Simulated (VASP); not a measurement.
# HfO2 (Fm-3m) in VASP: a series of runs

HfO2 is run at these levels: PBE; tasks: single point.

Everything below comes from runs of VASP 6.6.1. Logs are shortened: lines on timing, memory, paths and dates and some standing lists are left out, and cuts for length are marked.

**1. The cell of the first run**

The structure is cubic, space group Fm-3m (No. 225). Conventional cell: a = 5.098 Å, b = 5.098 Å, c = 5.098 Å, α = 90.00°, β = 90.00°, γ = 90.00°. Hf (site symmetry m-3m) has 8 O at 2.21 Å within 2.9 Å. O (site symmetry -43m) has 4 Hf at 2.21 Å and 6 O at 2.55 Å within 2.9 Å.

**2. Single point, PBE**

Input file INCAR:

```
PREC = Accurate
ENCUT = 520
EDIFF = 1E-7
ISMEAR = 0
SIGMA = 0.02
LREAL = F
LASPH = T
NELM = 60
ALGO = Normal
ISIF = 2
LWAVE = F
LCHARG = F
GGA = PE
NBANDS = 18
```

Input file KPOINTS:

```
regular mesh
0
Gamma
  8 8 8
```

Input file POSCAR:

```
HfO2
1.0
    0.0000000000      2.5488057790      2.5488057790
    2.5488057790      0.0000000000      2.5488057790
    2.5488057790      2.5488057790      0.0000000000
Hf O
1 2
Direct
    0.0000000000      0.0000000000      0.0000000000
    0.2500000000      0.2500000000      0.2500000000
    0.7500000000      0.7500000000      0.7500000000
```

Potentials or basis: VASP PAW PBE potentials, release 64 (Hf_pv, O).

The run is started by

```sh
cat potpaw_PBE.64/Hf_pv/POTCAR potpaw_PBE.64/O/POTCAR > POTCAR
mpirun -np 1 vasp_std > vasp.out
```

OUTCAR:

```text
PREC = Accurate
   ENCUT = 520
   EDIFF = 1E-7
   ISMEAR = 0
   LREAL = F
   LASPH = T
   NELM = 60
   ISIF = 2
   GGA = PE

 ion  position               nearest neighbor table
   1  0.000  0.000  0.000-   3 2.21   3 2.21   3 2.21   2 2.21   3 2.21   2 2.21   2 2.21   2 2.21

   2  0.250  0.250  0.250-   1 2.21   1 2.21   1 2.21   1 2.21
   3  0.750  0.750  0.750-   1 2.21   1 2.21   1 2.21   1 2.21

  LATTYP: Found a face centered cubic cell.
 ALAT       =     5.0976115580

  Lattice vectors:

 A1 = (   0.0000000000,   2.5488057790,   2.5488057790)
 A2 = (   2.5488057790,   0.0000000000,   2.5488057790)
 A3 = (   2.5488057790,   2.5488057790,   0.0000000000)

Analysis of symmetry for initial positions (statically):
=====================================================================
 Subroutine PRICEL returns:
 Original cell was already a primitive cell.

 Routine SETGRP: Setting up the symmetry group for a
 face centered cubic supercell.

 Subroutine GETGRP returns: Found 48 space group operations
 (whereof 48 operations were pure point group operations)
 out of a pool of 48 trial point group operations.

The static configuration has the point symmetry O_h .

Analysis of symmetry for dynamics (positions and initial velocities):
=====================================================================
 Subroutine PRICEL returns:
 Original cell was already a primitive cell.

 Routine SETGRP: Setting up the symmetry group for a
 face centered cubic supercell.

 Subroutine GETGRP returns: Found 48 space group operations
 (whereof 48 operations were pure point group operations)
 out of a pool of 48 trial point group operations.

The dynamic configuration has the point symmetry O_h .

 Subroutine INISYM returns: Found 48 space group operations
 (whereof 48 operations are pure point group operations),
 and found     1 'primitive' translations

----------------------------------------------------------------------------------------

                                     Primitive cell

  volume of cell :      33.1162

  direct lattice vectors                    reciprocal lattice vectors
     0.000000000  2.548805779  2.548805779    -0.196170302  0.196170302  0.196170302
     2.548805779  0.000000000  2.548805779     0.196170302 -0.196170302  0.196170302
     2.548805779  2.548805779  0.000000000     0.196170302  0.196170302 -0.196170302

  length of vectors
     3.604555701  3.604555701  3.604555701     0.339776930  0.339776930  0.339776930

  position of ions in fractional coordinates (direct lattice)
     0.000000000  0.000000000  0.000000000
     0.250000000  0.250000000  0.250000000
     0.750000000  0.750000000  0.750000000

  ion indices of the primitive-cell ions
   primitive index   ion index
                 1           1
                 2           2
                 3           3

----------------------------------------------------------------------------------------

 KPOINTS: regular mesh

Automatic generation of k-mesh.
 Grid dimensions read from file:
 generate k-points for:    8    8    8

 Generating k-lattice:

  Cartesian coordinates                     Fractional coordinates (reciprocal lattice)
    -0.024521288  0.024521288  0.024521288     0.125000000  0.000000000  0.000000000
     0.024521288 -0.024521288  0.024521288     0.000000000  0.125000000  0.000000000
     0.024521288  0.024521288 -0.024521288     0.000000000  0.000000000  0.125000000

  Length of vectors
     0.042472116  0.042472116  0.042472116

  Shift w.r.t. Gamma in fractional coordinates (k-lattice)
     0.000000000  0.000000000  0.000000000

 Subroutine IBZKPT returns following result:
 ===========================================

 Found     29 irreducible k-points:

 Following reciprocal coordinates:
            Coordinates               Weight
  0.000000  0.000000  0.000000      1.000000
  0.125000  0.000000  0.000000      8.000000
  0.250000  0.000000  0.000000      8.000000
  0.375000  0.000000  0.000000      8.000000
  0.500000  0.000000  0.000000      4.000000
  0.125000  0.125000  0.000000      6.000000
[... 16 lines left out ...]
  0.500000  0.250000  0.125000     48.000000
 -0.375000  0.250000  0.125000     24.000000
 [... further k-points ...]
   k-points           NKPTS =     29   k-points in BZ     NKDIM =     29   number of bands    NBANDS=     18
   number of dos      NEDOS =    301   number of ions     NIONS =      3
   total plane-waves  NPLWV =  21952
   dimension x,y,z NGX =    28 NGY =   28 NGZ =   28
   dimension x,y,z NGXF=    56 NGYF=   56 NGZF=   56
   ions per type =               1   2
   NGX,Y,Z   is equivalent  to a cutoff of  12.91, 12.91, 12.91 a.u.
   NGXF,Y,Z  is equivalent  to a cutoff of  25.83, 25.83, 25.83 a.u.
 SYSTEM =  unknown system
   PREC   = accura    normal or accurate (medium, high low for compatibility)
   ISTART =      0    job   : 0-new  1-cont  2-samecut
   ICHARG =      2    charge: 1-file 2-atom 10-const
   ISPIN  =      1    spin polarized calculation?
   LNONCOLLINEAR =      F non collinear calculations
   LSORBIT =      F    spin-orbit coupling
   LASPH  =      T    aspherical Exc in radial PAW
   ENCUT  =  520.0 eV  38.22 Ry    6.18 a.u.   6.70  6.70  6.70*2*pi/ulx,y,z
   NELM   =     60;   NELMIN=  2; NELMDL= -5     # of ELM steps
   EDIFF  = 0.1E-06   stopping-criterion for ELM
   LREAL  =      F    real-space projection
   EDIFFG = 0.1E-05   stopping-criterion for IOM
   NSW    =      0    number of steps for IOM
   IBRION =     -1    ionic relax: 0-MD 1-quasi-New 2-CG
   NFREE  =      0    steps in history (QN), initial steepest desc. (CG)
   ISIF   =      2    stress and relaxation
   ISYM   =      2    0-nonsym 1-usesym 2-fastsym
   POTIM  = 0.5000    time-step for ionic-motion
   TEBEG  =    0.0;   TEEND  =   0.0 temperature during run
   PSTRESS=    0.0 pullay stress
   NELECT =      22.0000    total number of electrons
   NUPDOWN=      -1.0000    fix difference up-down
   EMIN   =  10.00;   EMAX   =-10.00  energy-range for DOS
   EFERMI =   0.00;   METHOD = LEGACY
   ISMEAR =     0;   SIGMA  =   0.02  broadening in eV -4-tet -1-fermi 0-gaus
   EFERMI_NEDOS =   21; number of points for ismear=-14 and -15
   IALGO  =     38    algorithm
   IMIX   =      4    mixing-type and parameters
     AMIX     =   0.40;   BMIX     =  1.00
     AMIX_MAG =   1.60;   BMIX_MAG =  1.00
  volume/ion in A,a.u.               =      11.04        74.49
  Fermi-wavevector in a.u.,A,eV,Ry     =   1.428463  2.699404 27.762775  2.040506
  Thomas-Fermi vector in A             =   2.548522
   LORBIT       =      0    0 simple, 1 ext, 2 COOP (PROOUT), +10 PAW based schemes
   GGA     = PE    functional components
   LHFCALC =     F    Hartree Fock is set to
   AEXX    =    0.0000 exact exchange contribution
   IVDW    =     0    specifies the selected vdW correction
   LEPSILON=     F    determine dielectric tensor
   LRPA    =     F    only Hartree local field effects (RPA)
 non-spin polarized calculation
 Gauss-broadening in eV      SIGMA  =   0.02
  energy-cutoff  :      520.00
  volume of cell :       33.12
 maximum number of plane-waves:       911
   NGX = 13   NGY = 13   NGZ = 13

 number of electron      21.9999992 magnetization

 Free energy of the ion-electron system (eV)
  ---------------------------------------------------
  ext. energy  EPLUGINS =         0.00000000
  ---------------------------------------------------
  free energy    TOTEN  =       -30.24335933 eV

  energy without entropy =      -30.24335933  energy(sigma->0) =      -30.24335933

 E-fermi :   4.2542     XC(G=0): -11.7515

 val. band max:        4.1406206235   @ k =   0.5000   0.5000   0.0000
 cond. band min:       7.8979264037   @ k =   0.5000   0.5000   0.0000
 fundamental gap:      3.7573057802
 Fermi energy:         4.2541959359

 k-point     1 :       0.0000    0.0000    0.0000
  band No.  band energies     occupation
      1     -25.6222      2.00000
      2     -25.6222      2.00000
      3     -25.6222      2.00000
      4     -14.4906      2.00000
      5     -11.5384      2.00000
      6      -1.1026      2.00000
[... 10 lines left out ...]
     17      14.3583      0.00000
     18      17.5353      0.00000

 k-point     2 :       0.1250    0.0000    0.0000
  band No.  band energies     occupation
      1     -25.6844      2.00000
      2     -25.6290      2.00000
      3     -25.6290      2.00000
      4     -14.2908      2.00000
      5     -11.7017      2.00000
      6      -0.9552      2.00000
[... 10 lines left out ...]
     17      14.1027      0.00000
     18      17.4990      0.00000

 k-point     3 :       0.2500    0.0000    0.0000
  band No.  band energies     occupation
      1     -25.8290      2.00000
      2     -25.6454      2.00000
      3     -25.6454      2.00000
      4     -13.8150      2.00000
      5     -12.0344      2.00000
      6      -0.5899      2.00000
[... 10 lines left out ...]
     17      13.6411      0.00000
     18      16.6399      0.00000

 k-point     4 :       0.3750    0.0000    0.0000
  band No.  band energies     occupation
      1     -25.9668      2.00000
      2     -25.6618      2.00000
      3     -25.6618      2.00000
      4     -13.3976      2.00000
      5     -12.2378      2.00000
      6      -0.2244      2.00000
[... 10 lines left out ...]
     17      13.5758      0.00000
     18      16.1275      0.00000

 k-point     5 :       0.5000    0.0000    0.0000
  band No.  band energies     occupation
      1     -26.0220      2.00000
      2     -25.6685      2.00000
      3     -25.6685      2.00000
      4     -13.2809      2.00000
      5     -12.2452      2.00000
      6      -0.0814      2.00000
[... 10 lines left out ...]
     17      13.3464      0.00000
     18      16.4515      0.00000

 k-point     6 :       0.1250    0.1250    0.0000
  band No.  band energies     occupation
      1     -25.6895      2.00000
      2     -25.6391      2.00000
      3     -25.6391      2.00000
      4     -14.2206      2.00000
      5     -11.7562      2.00000
      6      -0.9377      2.00000
[... 10 lines left out ...]
     17      14.0273      0.00000
     18      17.4490      0.00000

 k-point     7 :       0.2500    0.1250    0.0000
  band No.  band energies     occupation
      1     -25.7963      2.00000
      2     -25.6577      2.00000
      3     -25.6567      2.00000
      4     -13.8233      2.00000
      5     -12.0350      2.00000
      6      -0.6649      2.00000
[... 10 lines left out ...]
     17      13.7098      0.00000
     18      17.1285      0.00000

 k-point     8 :       0.3750    0.1250    0.0000
  band No.  band energies     occupation
      1     -25.9246      2.00000
      2     -25.6842      2.00000
      3     -25.6740      2.00000
      4     -13.3596      2.00000
      5     -12.2855      2.00000
      6      -0.3486      2.00000
[... 10 lines left out ...]
     17      14.0482      0.00000
     18      16.5416      0.00000
[... 229 lines left out ...]
     17      16.0919      0.00000
     18      17.5059      0.00000

 k-point    20 :      -0.3750    0.3750    0.0000
  band No.  band energies     occupation
      1     -25.9612      2.00000
      2     -25.8345      2.00000
      3     -25.7144      2.00000
      4     -12.7319      2.00000
      5     -12.4891      2.00000
      6      -1.5796      2.00000
[... 10 lines left out ...]
     17      16.6700      0.00000
     18      17.4486      0.00000

 k-point    21 :       0.5000    0.5000    0.0000
  band No.  band energies     occupation
      1     -26.0451      2.00000
      2     -25.7364      2.00000
      3     -25.7364      2.00000
      4     -12.7788      2.00000
      5     -12.4174      2.00000
      6      -2.2225      2.00000
[... 10 lines left out ...]
     17      17.1728      0.00000
     18      17.4561      0.00000

 k-point    22 :       0.3750    0.2500    0.1250
  band No.  band energies     occupation
      1     -25.8730      2.00000
      2     -25.7115      2.00000
      3     -25.6664      2.00000
      4     -13.4093      2.00000
      5     -12.2809      2.00000
      6      -0.5982      2.00000
[... 10 lines left out ...]
     17      13.8380      0.00000
     18      17.1711      0.00000

 k-point    23 :       0.5000    0.2500    0.1250
  band No.  band energies     occupation
      1     -25.9407      2.00000
      2     -25.7626      2.00000
      3     -25.6849      2.00000
      4     -13.0325      2.00000
      5     -12.4387      2.00000
      6      -0.6022      2.00000
[... 10 lines left out ...]
     17      14.7799      0.00000
     18      16.9983      0.00000

 k-point    24 :      -0.3750    0.2500    0.1250
  band No.  band energies     occupation
      1     -25.9672      2.00000
      2     -25.7829      2.00000
      3     -25.6941      2.00000
      4     -12.9426      2.00000
      5     -12.4219      2.00000
      6      -0.6062      2.00000
[... 10 lines left out ...]
     17      15.0273      0.00000
     18      16.9702      0.00000

 [... further k-points ...]
[... 5 lines left out ...]
  --------------------------------------------------------------------------------------
  -------------------------------------------------------------------------------------
  Total       -0.7512836     -0.7512836     -0.7512836      0.0000000      0.0000000      0.0000000
  in kB      -36.3474785    -36.3474785    -36.3474785      0.0000000      0.0000000      0.0000000
  external PRESSURE =     -36.3474785 kB  Pullay stress =       0.0000000 kB

 VOLUME and BASIS-vectors are now :
 -----------------------------------------------------------------------------
  energy-cutoff  :      520.00
  volume of cell :       33.12
      direct lattice vectors                 reciprocal lattice vectors
     0.000000000  2.548805779  2.548805779    -0.196170302  0.196170302  0.196170302
     2.548805779  0.000000000  2.548805779     0.196170302 -0.196170302  0.196170302
     2.548805779  2.548805779  0.000000000     0.196170302  0.196170302 -0.196170302

 POSITION                                       TOTAL-FORCE (eV/Angst)
 -----------------------------------------------------------------------------------
      0.00000      0.00000      0.00000        -0.000000      0.000000     -0.000000
      1.27440      1.27440      1.27440        -0.000000     -0.000000     -0.000000
      3.82321      3.82321      3.82321         0.000000      0.000000      0.000000
 -----------------------------------------------------------------------------------
    total drift:                                0.000000      0.000000      0.000000

  FREE ENERGIE OF THE ION-ELECTRON SYSTEM (eV)
  ---------------------------------------------------
  free  energy   TOTEN  =       -30.2433593342 eV

  energy  without entropy=      -30.2433593342  energy(sigma->0) =      -30.24335933
```

Wall time 13 s (1 thread of AMD EPYC 9R45 (Zen 5), shared host); peak memory 0.13 GiB.

Results:

```yaml
Free_energy: -30.2434 eV
Pressure: -3.6 GPa
Band_gap_on_the_k_mesh: 3.76 eV
```

Levels at points of the mesh, in eV from the valence-band top:
```csv
k point,band 9,band 10,band 11,band 12,band 13,band 14
"(0.00, 0.00, 0.00)",-0.60,-0.60,-0.60,3.84,3.84,5.71
"(0.50, 0.00, 0.00)",-2.69,-1.81,-1.81,4.55,4.55,6.83
"(0.50, 0.50, 0.00)",-1.50,-1.50,0.00,3.76,5.42,6.49
```

Caveat: the cell stands under tension; spin-orbit coupling is left out, which moves the levels of the heavy elements. A k mesh can miss the band edges.

**3. Single point, PBE, non-collinear spin, zero start, spin-orbit coupling**

Input file INCAR:

```
SYSTEM = HfO2
PREC = Accurate
ENCUT = 520
EDIFF = 1E-7
ISMEAR = 0
SIGMA = 0.02
LREAL = .FALSE.
LASPH = .TRUE.
NELM = 150
ALGO = Normal
ISIF = 2
LWAVE = .FALSE.
LCHARG = .FALSE.
LNONCOLLINEAR = .TRUE.
MAGMOM = 0 0 0 0 0 0 0 0 0
LORBIT = 11
LSORBIT = .TRUE.
GGA_COMPAT = .FALSE.
LORBMOM = .TRUE.
LMAXMIX = 4
GGA = PE
NBANDS = 35
```

Input file KPOINTS:

```
Automatic mesh
0
G
  8 8 8
  0 0 0
```

POSCAR is that of step 2.

Potentials or basis: VASP PAW PBE potentials, release 64 (Hf_pv, O).

The run is started by

```sh
cat potpaw_PBE.64/Hf_pv/POTCAR potpaw_PBE.64/O/POTCAR > POTCAR
mpirun -np 1 vasp_ncl > vasp.out
```

It took 55 s on 1 thread of AMD EPYC 9R45 (Zen 5), shared host; peak memory 0.24 GiB.

The run converged. Its results:

```yaml
Free_energy: -30.8667 eV
Pressure: -3.5 GPa
Net_moment: 0.00 μB per cell
Valence_electrons_inside_the_program's_atomic_spheres: Hf 8.23; O 5.10
```

Moments on the atoms (μB; x, y, z):
```
Hf  0.00 0.00 0.00
O   0.00 0.00 0.00
O   0.00 0.00 0.00
```

Caveat: the cell stands under tension.
